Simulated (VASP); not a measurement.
# Ir (Fm-3m) in VASP: notebook

Ir is run at these levels: PBEsol; tasks: single point.

Program: VASP 6.6.1. These are calculated values, not measurements. Logs are shortened: lines on timing, memory, paths and dates and some standing lists are left out, and cuts for length are marked.

## 1. The cell of the first run

Symmetry: Fm-3m, No. 225, cubic system. The conventional cell has a = 3.839 Å, b = 3.839 Å, c = 3.839 Å, α = 90.00°, β = 90.00°, γ = 90.00°. Ir (site symmetry m-3m) has 12 Ir at 2.71 Å within 3.6 Å.

## 2. Single point, PBEsol

INCAR reads:

```
SYSTEM = Ir
PREC = Accurate
ENCUT = 520
EDIFF = 1E-6
ISMEAR = 0
SIGMA = 0.1
LREAL = .FALSE.
LASPH = .TRUE.
NELM = 60
ALGO = Fast
ISIF = 2
LWAVE = .FALSE.
LCHARG = .FALSE.
GGA = PS
NBANDS = 10
```

KPOINTS reads:

```
regular mesh
0
G
  8 8 8
  0 0 0
```

POSCAR reads:

```
Ir
1.0
    0.0000000000      1.9197000000      1.9197000000
    1.9197000000      0.0000000000      1.9197000000
    1.9197000000      1.9197000000      0.0000000000
Ir
1
Direct
    0.0000000000      0.0000000000      0.0000000000
```

Potentials or basis: VASP PAW PBE potentials, release 64 (Ir).

The run is started by

```bash
$ cat potpaw_PBE.64/Ir/POTCAR > POTCAR
$ mpirun -np 1 vasp_std > vasp.out
```

OUTCAR:

```text
SYSTEM = Ir
   PREC = Accurate
   ENCUT = 520
   EDIFF = 1E-6
   ISMEAR = 0
   LREAL = .FALSE.
   LASPH = .TRUE.
   NELM = 60
   ISIF = 2
   GGA = PS

 ion  position               nearest neighbor table
   1  0.000  0.000  0.000-

  LATTYP: Found a face centered cubic cell.
 ALAT       =     3.8394000000

  Lattice vectors:

 A1 = (   0.0000000000,   1.9197000000,   1.9197000000)
 A2 = (   1.9197000000,   0.0000000000,   1.9197000000)
 A3 = (   1.9197000000,   1.9197000000,   0.0000000000)

Analysis of symmetry for initial positions (statically):
=====================================================================
 Subroutine PRICEL returns:
 Original cell was already a primitive cell.

 Routine SETGRP: Setting up the symmetry group for a
 face centered cubic supercell.

 Subroutine GETGRP returns: Found 48 space group operations
 (whereof 48 operations were pure point group operations)
 out of a pool of 48 trial point group operations.

The static configuration has the point symmetry O_h .

Analysis of symmetry for dynamics (positions and initial velocities):
=====================================================================
 Subroutine PRICEL returns:
 Original cell was already a primitive cell.

 Routine SETGRP: Setting up the symmetry group for a
 face centered cubic supercell.

 Subroutine GETGRP returns: Found 48 space group operations
 (whereof 48 operations were pure point group operations)
 out of a pool of 48 trial point group operations.

The dynamic configuration has the point symmetry O_h .

 Subroutine INISYM returns: Found 48 space group operations
 (whereof 48 operations are pure point group operations),
 and found     1 'primitive' translations

----------------------------------------------------------------------------------------

                                     Primitive cell

  volume of cell :      14.1491

  direct lattice vectors                    reciprocal lattice vectors
     0.000000000  1.919700000  1.919700000    -0.260457363  0.260457363  0.260457363
     1.919700000  0.000000000  1.919700000     0.260457363 -0.260457363  0.260457363
     1.919700000  1.919700000  0.000000000     0.260457363  0.260457363 -0.260457363

  length of vectors
     2.714865776  2.714865776  2.714865776     0.451125386  0.451125386  0.451125386

  position of ions in fractional coordinates (direct lattice)
     0.000000000  0.000000000  0.000000000

  ion indices of the primitive-cell ions
   primitive index   ion index
                 1           1

----------------------------------------------------------------------------------------

 KPOINTS: regular mesh

Automatic generation of k-mesh.
 Grid dimensions read from file:
 generate k-points for:    8    8    8

 Generating k-lattice:

  Cartesian coordinates                     Fractional coordinates (reciprocal lattice)
    -0.032557170  0.032557170  0.032557170     0.125000000  0.000000000  0.000000000
     0.032557170 -0.032557170  0.032557170     0.000000000  0.125000000  0.000000000
     0.032557170  0.032557170 -0.032557170     0.000000000  0.000000000  0.125000000

  Length of vectors
     0.056390673  0.056390673  0.056390673

  Shift w.r.t. Gamma in fractional coordinates (k-lattice)
     0.000000000  0.000000000  0.000000000

 Subroutine IBZKPT returns following result:
 ===========================================

 Found     29 irreducible k-points:

 Following reciprocal coordinates:
            Coordinates               Weight
  0.000000  0.000000  0.000000      1.000000
  0.125000  0.000000  0.000000      8.000000
  0.250000  0.000000  0.000000      8.000000
  0.375000  0.000000  0.000000      8.000000
  0.500000  0.000000  0.000000      4.000000
  0.125000  0.125000  0.000000      6.000000
[... 16 lines left out ...]
  0.500000  0.250000  0.125000     48.000000
 -0.375000  0.250000  0.125000     24.000000
 [... further k-points ...]
   k-points           NKPTS =     29   k-points in BZ     NKDIM =     29   number of bands    NBANDS=     10
   number of dos      NEDOS =    301   number of ions     NIONS =      1
   total plane-waves  NPLWV =   8000
   dimension x,y,z NGX =    20 NGY =   20 NGZ =   20
   dimension x,y,z NGXF=    40 NGYF=   40 NGZF=   40
   ions per type =               1
   NGX,Y,Z   is equivalent  to a cutoff of  12.25, 12.25, 12.25 a.u.
   NGXF,Y,Z  is equivalent  to a cutoff of  24.49, 24.49, 24.49 a.u.
 SYSTEM =  Ir
   PREC   = accura    normal or accurate (medium, high low for compatibility)
   ISTART =      0    job   : 0-new  1-cont  2-samecut
   ICHARG =      2    charge: 1-file 2-atom 10-const
   ISPIN  =      1    spin polarized calculation?
   LNONCOLLINEAR =      F non collinear calculations
   LSORBIT =      F    spin-orbit coupling
   LASPH  =      T    aspherical Exc in radial PAW
   ENCUT  =  520.0 eV  38.22 Ry    6.18 a.u.   5.05  5.05  5.05*2*pi/ulx,y,z
   NELM   =     60;   NELMIN=  2; NELMDL= -5     # of ELM steps
   EDIFF  = 0.1E-05   stopping-criterion for ELM
   LREAL  =      F    real-space projection
   EDIFFG = 0.1E-04   stopping-criterion for IOM
   NSW    =      0    number of steps for IOM
   IBRION =     -1    ionic relax: 0-MD 1-quasi-New 2-CG
   NFREE  =      0    steps in history (QN), initial steepest desc. (CG)
   ISIF   =      2    stress and relaxation
   ISYM   =      2    0-nonsym 1-usesym 2-fastsym
   POTIM  = 0.5000    time-step for ionic-motion
   TEBEG  =    0.0;   TEEND  =   0.0 temperature during run
   PSTRESS=    0.0 pullay stress
   NELECT =       9.0000    total number of electrons
   NUPDOWN=      -1.0000    fix difference up-down
   EMIN   =  10.00;   EMAX   =-10.00  energy-range for DOS
   EFERMI =   0.00;   METHOD = LEGACY
   ISMEAR =     0;   SIGMA  =   0.10  broadening in eV -4-tet -1-fermi 0-gaus
   EFERMI_NEDOS =   21; number of points for ismear=-14 and -15
   IALGO  =     68    algorithm
   IMIX   =      4    mixing-type and parameters
     AMIX     =   0.40;   BMIX     =  1.00
     AMIX_MAG =   1.60;   BMIX_MAG =  1.00
  volume/ion in A,a.u.               =      14.15        95.48
  Fermi-wavevector in a.u.,A,eV,Ry     =   1.407923  2.660589 26.970118  1.982248
  Thomas-Fermi vector in A             =   2.530133
   LORBIT       =      0    0 simple, 1 ext, 2 COOP (PROOUT), +10 PAW based schemes
   GGA     = PS    functional components
   LHFCALC =     F    Hartree Fock is set to
   AEXX    =    0.0000 exact exchange contribution
   IVDW    =     0    specifies the selected vdW correction
   LEPSILON=     F    determine dielectric tensor
   LRPA    =     F    only Hartree local field effects (RPA)
 non-spin polarized calculation
 RMM-DIIS sequential band-by-band and
 Gauss-broadening in eV      SIGMA  =   0.10
  energy-cutoff  :      520.00
  volume of cell :       14.15
 maximum number of plane-waves:       392
   NGX =  9   NGY =  9   NGZ =  9

 number of electron       9.0000000 magnetization

 Free energy of the ion-electron system (eV)
  ---------------------------------------------------
  ext. energy  EPLUGINS =         0.00000000
  ---------------------------------------------------
  free energy    TOTEN  =        -9.74639450 eV

  energy without entropy =       -9.73723427  energy(sigma->0) =       -9.74181439

 E-fermi :  10.2983     XC(G=0): -14.1000

 val. band max:       10.2563902900   @ k =  -0.3750   0.1250   0.0000
 cond. band min:      10.3199778751   @ k =  -0.3750   0.2500   0.0000
 fundamental gap:      0.0635875852
 Fermi energy:        10.2983031616

 k-point     1 :       0.0000    0.0000    0.0000
  band No.  band energies     occupation
      1      -0.9457      2.00000
      2       6.3401      2.00000
      3       6.3401      2.00000
      4       6.3401      2.00000
      5       9.0705      2.00000
      6       9.0705      2.00000
      7      24.5470      0.00000
      8      30.1429      0.00000
      9      30.1429      0.00000
     10      30.1429      0.00000

 k-point     2 :       0.1250    0.0000    0.0000
  band No.  band energies     occupation
      1      -0.2732      2.00000
      2       6.0178      2.00000
      3       6.6055      2.00000
      4       6.6055      2.00000
      5       8.9259      2.00000
      6       8.9259      2.00000
      7      25.6512      0.00000
      8      27.5435      0.00000
      9      31.2548      0.00000
     10      31.2548      0.00000

 k-point     3 :       0.2500    0.0000    0.0000
  band No.  band energies     occupation
      1       1.2685      2.00000
      2       5.8198      2.00000
      3       6.7923      2.00000
      4       6.7923      2.00000
      5       9.2431      2.00000
      6       9.2431      2.00000
      7      24.0025      0.00000
      8      26.9983      0.00000
      9      33.9293      0.00000
     10      33.9718      0.00000

 k-point     4 :       0.3750    0.0000    0.0000
  band No.  band energies     occupation
      1       2.0701      2.00000
      2       6.4454      2.00000
      3       6.4454      2.00000
      4       7.5083      2.00000
      5      10.4549      0.02683
      6      10.4549      0.02683
      7      20.1280      0.00000
      8      25.0180      0.00000
      9      31.6677      0.00000
     10      31.6677      0.00000
[... 222 lines left out ...]
 k-point    22 :       0.3750    0.2500    0.1250
  band No.  band energies     occupation
      1       2.6705      2.00000
      2       4.6834      2.00000
      3       6.2654      2.00000
      4       8.3648      2.00000
      5       8.4444      2.00000
      6      11.0416      0.00000
      7      24.5317      0.00000
      8      27.2212      0.00000
      9      28.8099      0.00000
     10      30.8447      0.00000

 k-point    23 :       0.5000    0.2500    0.1250
  band No.  band energies     occupation
      1       3.5551      2.00000
      2       5.2327      2.00000
      3       5.6222      2.00000
      4       7.9810      2.00000
      5      10.0929      1.99633
      6      13.1026      0.00000
      7      20.4518      0.00000
      8      25.7002      0.00000
      9      27.0368      0.00000
     10      31.6820      0.00000

 k-point    24 :      -0.3750    0.2500    0.1250
  band No.  band energies     occupation
      1       3.5818      2.00000
      2       4.9992      2.00000
      3       6.6050      2.00000
      4       7.6652      2.00000
      5      10.8272      0.00000
      6      15.3946      0.00000
      7      16.8720      0.00000
      8      25.9716      0.00000
      9      26.1065      0.00000
     10      30.0311      0.00000

 [... further k-points ...]
[... 5 lines left out ...]
  --------------------------------------------------------------------------------------
  -------------------------------------------------------------------------------------
  Total       -0.0402511     -0.0402511     -0.0402511     -0.0000000      0.0000000     -0.0000000
  in kB       -4.5578262     -4.5578262     -4.5578262     -0.0000000      0.0000000     -0.0000000
  external PRESSURE =      -4.5578262 kB  Pullay stress =       0.0000000 kB

 VOLUME and BASIS-vectors are now :
 -----------------------------------------------------------------------------
  energy-cutoff  :      520.00
  volume of cell :       14.15
      direct lattice vectors                 reciprocal lattice vectors
     0.000000000  1.919700000  1.919700000    -0.260457363  0.260457363  0.260457363
     1.919700000  0.000000000  1.919700000     0.260457363 -0.260457363  0.260457363
     1.919700000  1.919700000  0.000000000     0.260457363  0.260457363 -0.260457363

 POSITION                                       TOTAL-FORCE (eV/Angst)
 -----------------------------------------------------------------------------------
      0.00000      0.00000      0.00000        -0.000000      0.000000     -0.000000
 -----------------------------------------------------------------------------------
    total drift:                               -0.000000      0.000000      0.000000

  FREE ENERGIE OF THE ION-ELECTRON SYSTEM (eV)
  ---------------------------------------------------
  free  energy   TOTEN  =        -9.7463944978 eV

  energy  without entropy=       -9.7372342744  energy(sigma->0) =       -9.74181439
```

Run time: 3.1 s. Hardware: 1 thread of Intel Xeon 6975P-C (Granite Rapids), shared host; peak memory 0.12 GiB.

Results:

- Free energy: -9.7464 eV
- Pressure: -0.5 GPa

Levels at points of the mesh, in eV from the Fermi level:
```tsv
k point	band 2	band 3	band 4	band 5	band 6	band 7
(0.00, 0.00, 0.00)	-3.96	-3.96	-3.96	-1.23	-1.23	14.25
(0.50, 0.00, 0.00)	-4.05	-4.05	-0.87	0.86	0.86	7.17
(0.50, 0.50, 0.00)	-7.42	0.84	1.42	1.42	1.59	10.41
```

Caveat: the PAW data sets were made with another functional, which shifts forces and pressure a little; spin-orbit coupling is left out, which moves the levels of the heavy elements.

## 3. Single point, PBEsol (strained)

INCAR reads:

```
ALGO = Fast
EDIFF = 1E-6
ENCUT = 520
GGA = PS
ISIF = 2
ISMEAR = 0
LASPH = T
LCHARG = F
LREAL = F
LWAVE = F
NBANDS = 10
NELM = 60
PREC = Accurate
SIGMA = 0.1
```

KPOINTS reads:

```
k-points
0
Gamma
  18 18 18
```

POSCAR reads:

```
Ir
1.0
    0.0000000000      1.9151887050      1.9151887050
    1.9151887050      0.0000000000      1.9151887050
    1.9151887050      1.9151887050      0.0000000000
Ir
1
Direct
    0.0000000000      0.0000000000      0.0000000000
```

Potentials or basis: VASP PAW PBE potentials, release 64 (Ir).

The run is started by

```bash
$ cat potpaw_PBE.64/Ir/POTCAR > POTCAR
$ mpirun -np 1 vasp_std > vasp.out
```

Wall time 12 s (1 thread of Intel Xeon 6975P-C (Granite Rapids), shared host); peak memory 0.14 GiB.

Results (log left out):

| Property | Result |
| --- | --- |
| Free energy | -9.8233 eV |
| Pressure | 0.8 GPa |

Levels at points of the mesh, in eV from the Fermi level:
```csv
k point,band 1,band 2,band 3,band 4,band 5,band 6,band 7,band 8
"(0.00, 0.00, 0.00)",-11.30,-3.98,-3.98,-3.98,-1.24,-1.24,14.27,19.88
"(0.50, 0.00, 0.00)",-8.25,-4.08,-4.08,-0.88,0.88,0.88,7.26,13.80
"(0.50, 0.50, 0.00)",-8.06,-7.48,0.86,1.46,1.46,1.61,10.52,11.66
```

Caveat: the cell differs from its parent crystal (strained); the PAW data sets were made with another functional, which shifts forces and pressure a little; spin-orbit coupling is left out, which moves the levels of the heavy elements.
